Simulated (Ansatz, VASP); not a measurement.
## Two plane-wave programs on AgRh2

```
CELL_PARAMETERS angstrom
4.45372 0.00000 0.00000
-2.22686 3.85703 0.00000
0.00000 0.00000 2.70997
ATOMIC_POSITIONS crystal
Ag 0.00000 0.00000 0.00000
Rh 0.33333 0.66667 0.50000
Rh 0.66667 0.33333 0.50000
```

Alike in both runs: functional PBE; k mesh 12 × 12 × 16; occupations gaussian, width 0.1 eV; no spin polarisation.

Ansatz relaxed the structure, and its values are those at the end. VASP's run is a single point on that final structure, the one shown.

|  | VASP | Ansatz |
| --- | --- | --- |
| version | VASP 6.6.1 | Ansatz 0.2.0 |
| potentials or method | VASP PAW PBE potentials, release 64 (Ag, Rh_pv), cutoff 520 eV | scalar-relativistic, plane waves, PAW |
| valence electrons in the cell | 41 | 53 |

```tsv
	VASP	Ansatz	Ansatz less VASP
gap on the k mesh at the Fermi level (eV)	none	none	-
pressure (GPa)	0.0	0.0	+0.05
```

A gap of «none» marks a metal or a gap that the smearing closes. The functional is the same, so the differences come from potentials, cutoffs and numerics. VASP's potentials hold 41 valence electrons a cell and Ansatz's 53, so a difference there can come from the potentials and not from the codes.
